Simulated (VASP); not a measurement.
# PbS in VASP: single point with PBE

Aim: the single point of PbS with PBE.

Program: VASP 6.6.1. These are calculated values, not measurements. Logs are shortened: lines on timing, memory, paths and dates and some standing lists are left out, and cuts for length are marked.

## (1) The cell of the first run

The cell holds a slab with vacuum, 4 atoms: a = 4.193 Å, b = 4.193 Å, c = 22.259 Å, α = 93.80°, β = 93.80°, γ = 90.00°.

## (2) Single point, PBE

The input, INCAR:

```
SYSTEM = PbS
PREC = Accurate ; ENCUT = 520
EDIFF = 1E-6 ; ISMEAR = 0
SIGMA = 0.01 ; LREAL = .FALSE.
LASPH = .TRUE. ; NELM = 100
ALGO = Normal ; ISIF = 2
LWAVE = .FALSE. ; LCHARG = .FALSE.
GGA = PE ; NBANDS = 28
```

The input, KPOINTS:

```
Automatic mesh
0
G
  4 4 2
  0 0 0
```

The input, POSCAR:

```
PbS
1.0
    2.9646834815     -2.9646840542     -0.0000051815
    2.9646834815      2.9646840542     -0.0000051815
   -2.0856054175      0.0000000000     22.1612868256
Pb S
2 2
Direct
    0.7373195345      0.7171325529      0.9352364743
    0.2828674471      0.2626804655      0.0647635257
    0.2408129785      0.2203999600      0.9448777163
    0.7796000400      0.7591870215      0.0551222837
```

Potentials or basis: VASP PAW PBE potentials, release 64 (Pb_d, S).

Command:

```bash
> cat potpaw_PBE.64/Pb_d/POTCAR potpaw_PBE.64/S/POTCAR > POTCAR
> mpirun -np 1 vasp_std > vasp.out
```

OUTCAR:

```text
SYSTEM = PbS
   PREC = Accurate
   ENCUT = 520
   EDIFF = 1E-6
   ISMEAR = 0
   LREAL = .FALSE.
   LASPH = .TRUE.
   NELM = 100
   ISIF = 2
   GGA = PE

 ion  position               nearest neighbor table
   1  0.737  0.717  0.935-   4 2.66   3 2.97   3 2.97   3 2.97   3 2.97   2 4.13   2 4.13   2 4.13
                             2 4.13
   2  0.283  0.263  0.065-   3 2.66   4 2.97   4 2.97   4 2.97   4 2.97   1 4.13   1 4.13   1 4.13
                             1 4.13
   3  0.241  0.220  0.945-   2 2.66   1 2.97   1 2.97   1 2.97   1 2.97
   4  0.780  0.759  0.055-   1 2.66   2 2.97   2 2.97   2 2.97   2 2.97

  LATTYP: Found a base centered monoclinic cell.
 ALAT       =     5.9293669630
 B/A-ratio  =     1.0000001932
 C/A-ratio  =     3.7540616230
 COS(beta)  =    -0.0936980354

  Lattice vectors:

 A1 = (   2.9646834815,  -2.9646840542,  -0.0000051815)
 A2 = (   2.9646834815,   2.9646840542,  -0.0000051815)
 A3 = (  -2.0856054175,   0.0000000000,  22.1612868256)

Analysis of symmetry for initial positions (statically):
=====================================================================
 Subroutine PRICEL returns:
 Original cell was already a primitive cell.

 Routine SETGRP: Setting up the symmetry group for a
 base centered monoclinic supercell.

 Subroutine GETGRP returns: Found  2 space group operations
 (whereof  2 operations were pure point group operations)
 out of a pool of  4 trial point group operations.

The static configuration has the point symmetry C_2 .

Analysis of symmetry for dynamics (positions and initial velocities):
=====================================================================
 Subroutine PRICEL returns:
 Original cell was already a primitive cell.

 Routine SETGRP: Setting up the symmetry group for a
 base centered monoclinic supercell.

 Subroutine GETGRP returns: Found  2 space group operations
 (whereof  2 operations were pure point group operations)
 out of a pool of  4 trial point group operations.

The dynamic configuration has the point symmetry C_2 .

 Subroutine INISYM returns: Found  2 space group operations
 (whereof  2 operations are pure point group operations),
 and found     1 'primitive' translations

----------------------------------------------------------------------------------------

                                     Primitive cell

  volume of cell :     389.5665

  direct lattice vectors                    reciprocal lattice vectors
     2.964683481 -2.964684054 -0.000005182     0.168652096 -0.168652035  0.015871900
     2.964683481  2.964684054 -0.000005182     0.168652096  0.168652035  0.015871900
    -2.085605418  0.000000000 22.161286826     0.000000079  0.000000000  0.045123741

  length of vectors
     4.192695993  4.192695993 22.259208964     0.239037561  0.239037561  0.045123741

  position of ions in fractional coordinates (direct lattice)
     0.737319535  0.717132553  0.935236474
     0.282867447  0.262680465  0.064763526
     0.240812979  0.220399960  0.944877716
     0.779600040  0.759187021  0.055122284

  ion indices of the primitive-cell ions
   primitive index   ion index
                 1           1
                 2           2
                 3           3
                 4           4

----------------------------------------------------------------------------------------

 KPOINTS: Automatic mesh

Automatic generation of k-mesh.
 Grid dimensions read from file:
 generate k-points for:    4    4    2

 Generating k-lattice:

  Cartesian coordinates                     Fractional coordinates (reciprocal lattice)
     0.042163024 -0.042163009  0.003967975     0.250000000  0.000000000 -0.000000000
     0.042163024  0.042163009  0.003967975     0.000000000  0.250000000 -0.000000000
     0.000000039  0.000000000  0.022561870     0.000000000  0.000000000  0.500000000

  Length of vectors
     0.059759390  0.059759390  0.022561870

  Shift w.r.t. Gamma in fractional coordinates (k-lattice)
     0.000000000  0.000000000  0.000000000

 Subroutine IBZKPT returns following result:
 ===========================================

 Found     14 irreducible k-points:

 Following reciprocal coordinates:
            Coordinates               Weight
  0.000000  0.000000  0.000000      1.000000
  0.250000 -0.000000  0.000000      4.000000
  0.500000 -0.000000  0.000000      2.000000
  0.250000  0.250000  0.000000      2.000000
  0.500000  0.250000  0.000000      4.000000
 -0.250000  0.250000  0.000000      2.000000
  0.500000  0.500000  0.000000      1.000000
  0.000000  0.000000  0.500000      1.000000
  0.250000 -0.000000  0.500000      4.000000
  0.500000 -0.000000  0.500000      2.000000
  0.250000  0.250000  0.500000      2.000000
  0.500000  0.250000  0.500000      4.000000
 -0.250000  0.250000  0.500000      2.000000
  0.500000  0.500000  0.500000      1.000000
   k-points           NKPTS =     14   k-points in BZ     NKDIM =     14   number of bands    NBANDS=     28
   number of dos      NEDOS =    301   number of ions     NIONS =      4
   total plane-waves  NPLWV = 172032
   dimension x,y,z NGX =    32 NGY =   32 NGZ =  168
   dimension x,y,z NGXF=    64 NGYF=   64 NGZF=  336
   ions per type =               2   2
   NGX,Y,Z   is equivalent  to a cutoff of  12.69, 12.69, 12.55 a.u.
   NGXF,Y,Z  is equivalent  to a cutoff of  25.38, 25.38, 25.09 a.u.
 SYSTEM =  PbS
   PREC   = accura    normal or accurate (medium, high low for compatibility)
   ISTART =      0    job   : 0-new  1-cont  2-samecut
   ICHARG =      2    charge: 1-file 2-atom 10-const
   ISPIN  =      1    spin polarized calculation?
   LNONCOLLINEAR =      F non collinear calculations
   LSORBIT =      F    spin-orbit coupling
   LASPH  =      T    aspherical Exc in radial PAW
   ENCUT  =  520.0 eV  38.22 Ry    6.18 a.u.   7.80  7.80 41.39*2*pi/ulx,y,z
   NELM   =    100;   NELMIN=  2; NELMDL= -5     # of ELM steps
   EDIFF  = 0.1E-05   stopping-criterion for ELM
   LREAL  =      F    real-space projection
   EDIFFG = 0.1E-04   stopping-criterion for IOM
   NSW    =      0    number of steps for IOM
   IBRION =     -1    ionic relax: 0-MD 1-quasi-New 2-CG
   NFREE  =      0    steps in history (QN), initial steepest desc. (CG)
   ISIF   =      2    stress and relaxation
   ISYM   =      2    0-nonsym 1-usesym 2-fastsym
   POTIM  = 0.5000    time-step for ionic-motion
   TEBEG  =    0.0;   TEEND  =   0.0 temperature during run
   PSTRESS=    0.0 pullay stress
   NELECT =      40.0000    total number of electrons
   NUPDOWN=      -1.0000    fix difference up-down
   EMIN   =  10.00;   EMAX   =-10.00  energy-range for DOS
   EFERMI =   0.00;   METHOD = LEGACY
   ISMEAR =     0;   SIGMA  =   0.01  broadening in eV -4-tet -1-fermi 0-gaus
   EFERMI_NEDOS =   21; number of points for ismear=-14 and -15
   IALGO  =     38    algorithm
   IMIX   =      4    mixing-type and parameters
     AMIX     =   0.40;   BMIX     =  1.00
     AMIX_MAG =   1.60;   BMIX_MAG =  1.00
  volume/ion in A,a.u.               =      97.39       657.23
  Fermi-wavevector in a.u.,A,eV,Ry     =   0.766598  1.448660  7.995767  0.587672
  Thomas-Fermi vector in A             =   1.866972
   LORBIT       =      0    0 simple, 1 ext, 2 COOP (PROOUT), +10 PAW based schemes
   GGA     = PE    functional components
   LHFCALC =     F    Hartree Fock is set to
   AEXX    =    0.0000 exact exchange contribution
   IVDW    =     0    specifies the selected vdW correction
   LEPSILON=     F    determine dielectric tensor
   LRPA    =     F    only Hartree local field effects (RPA)
 non-spin polarized calculation
 Gauss-broadening in eV      SIGMA  =   0.01
  energy-cutoff  :      520.00
  volume of cell :      389.57
 maximum number of plane-waves:     10520
   NGX = 15   NGY = 15   NGZ = 83

 number of electron      39.9999994 magnetization

 Free energy of the ion-electron system (eV)
  ---------------------------------------------------
  ext. energy  EPLUGINS =         0.00000000
  ---------------------------------------------------
  free energy    TOTEN  =       -17.29604883 eV

  energy without entropy =      -17.29604883  energy(sigma->0) =      -17.29604883

 E-fermi :  -2.0096     XC(G=0):  -3.0852

 val. band max:       -2.0938060770   @ k =   0.0000   0.0000   0.0000
 cond. band min:      -0.0158111700   @ k =   0.0000   0.0000   0.5000
 fundamental gap:      2.0779949070
 Fermi energy:        -2.0095945364

 k-point     1 :       0.0000    0.0000    0.0000
  band No.  band energies     occupation
      1     -18.1717      2.00000
      2     -18.0626      2.00000
      3     -18.0459      2.00000
      4     -18.0412      2.00000
      5     -18.0198      2.00000
      6     -18.0131      2.00000
[... 20 lines left out ...]
     27       3.4347      0.00000
     28       3.7579      0.00000

 k-point     2 :       0.2500   -0.0000    0.0000
  band No.  band energies     occupation
      1     -18.1381      2.00000
      2     -18.0503      2.00000
      3     -18.0442      2.00000
      4     -18.0346      2.00000
      5     -18.0292      2.00000
      6     -18.0267      2.00000
[... 20 lines left out ...]
     27       3.1675      0.00000
     28       3.3137      0.00000

 k-point     3 :       0.5000   -0.0000    0.0000
  band No.  band energies     occupation
      1     -18.0829      2.00000
      2     -18.0828      2.00000
      3     -18.0467      2.00000
      4     -18.0467      2.00000
      5     -18.0242      2.00000
      6     -18.0242      2.00000
[... 20 lines left out ...]
     27       4.0685      0.00000
     28       4.0791      0.00000

 k-point     4 :       0.2500    0.2500    0.0000
  band No.  band energies     occupation
      1     -18.1332      2.00000
      2     -18.0791      2.00000
      3     -18.0323      2.00000
      4     -18.0308      2.00000
      5     -18.0305      2.00000
      6     -18.0161      2.00000
[... 268 lines left out ...]
     27       4.3493      0.00000
     28       4.3523      0.00000

 k-point    13 :      -0.2500    0.2500    0.5000
  band No.  band energies     occupation
      1     -18.1332      2.00000
      2     -18.0791      2.00000
      3     -18.0323      2.00000
      4     -18.0308      2.00000
      5     -18.0305      2.00000
      6     -18.0161      2.00000
[... 20 lines left out ...]
     27       3.5868      0.00000
     28       3.6784      0.00000

 k-point    14 :       0.5000    0.5000    0.5000
  band No.  band energies     occupation
      1     -18.1663      2.00000
      2     -18.1663      2.00000
      3     -18.0344      2.00000
      4     -18.0344      2.00000
      5     -18.0140      2.00000
      6     -18.0140      2.00000
[... 20 lines left out ...]
     27       4.8321      0.00000
     28       4.8321      0.00000

------------------------ aborting loop because EDIFF is reached ----------------------------------------

  FORCE on cell =-STRESS in cart. coord.  units (eV):
  Direction    XX          YY          ZZ          XY          YZ          ZX
  --------------------------------------------------------------------------------------
  -------------------------------------------------------------------------------------
  Total        1.0567786      1.0567869      0.7534352      0.0000000      0.0000000     -0.0000774
  in kB        4.3462324      4.3462665      3.0986664      0.0000000      0.0000000     -0.0003182
  external PRESSURE =       3.9303884 kB  Pullay stress =       0.0000000 kB

 VOLUME and BASIS-vectors are now :
 -----------------------------------------------------------------------------
  energy-cutoff  :      520.00
  volume of cell :      389.57
      direct lattice vectors                 reciprocal lattice vectors
     2.964683481 -2.964684054 -0.000005182     0.168652096 -0.168652035  0.015871900
     2.964683481  2.964684054 -0.000005182     0.168652096  0.168652035  0.015871900
    -2.085605418  0.000000000 22.161286826     0.000000079  0.000000000  0.045123741

 POSITION                                       TOTAL-FORCE (eV/Angst)
 -----------------------------------------------------------------------------------
      2.36146     -0.05985     20.72604         0.000164     -0.000391     -0.146549
      1.48231     -0.05985      1.43524        -0.000164     -0.000391      0.146549
     -0.60329     -0.06052     20.93970        -0.000049      0.000391     -0.154206
      4.44705     -0.06052      1.22157         0.000049      0.000391      0.154206
 -----------------------------------------------------------------------------------
    total drift:                               -0.000000     -0.000834      0.000000

  FREE ENERGIE OF THE ION-ELECTRON SYSTEM (eV)
  ---------------------------------------------------
  free  energy   TOTEN  =       -17.2960488264 eV

  energy  without entropy=      -17.2960488264  energy(sigma->0) =      -17.29604883
```

It took 6.6 min on 1 thread of Intel Xeon 8259CL, shared host; peak memory 0.49 GiB.

Results:

| Item | Value |
| --- | --- |
| Free energy | -17.2960 eV |
| Largest force | 0.154 eV/Å |
| Band gap on the k mesh | 2.08 eV |

Forces in eV/Å, atoms in the order of the input:
```
Pb   0.000  0.000 -0.147
Pb   0.000  0.000  0.147
S    0.000  0.000 -0.154
S    0.000  0.000  0.154
```

Levels at points of the mesh, in eV from the valence-band top:
```
           k point  band 16  band 17  band 18  band 19  band 20  band 21  band 22  band 23  band 24  band 25
(0.00, 0.00, 0.00)    -2.38    -2.38    -1.23    -1.23     0.00     2.08     4.03     4.84     4.91     5.08
(0.50, 0.00, 0.00)    -1.67    -0.90    -0.90    -0.02    -0.02     2.22     2.22     3.25     3.25     3.72
(0.50, 0.50, 0.00)    -4.07    -2.62    -2.62    -1.27    -1.27     4.36     4.36     5.26     5.26     5.61
(0.00, 0.00, 0.50)    -2.38    -2.38    -1.23    -1.23     0.00     2.08     4.05     4.62     5.08     5.40
(0.50, 0.00, 0.50)    -1.67    -0.90    -0.90    -0.02    -0.02     2.22     2.22     3.25     3.25     3.72
(0.50, 0.50, 0.50)    -4.07    -2.62    -2.62    -1.27    -1.27     4.36     4.36     5.26     5.26     5.61
```

Caveat: spin-orbit coupling is left out, which moves the levels of the heavy elements.
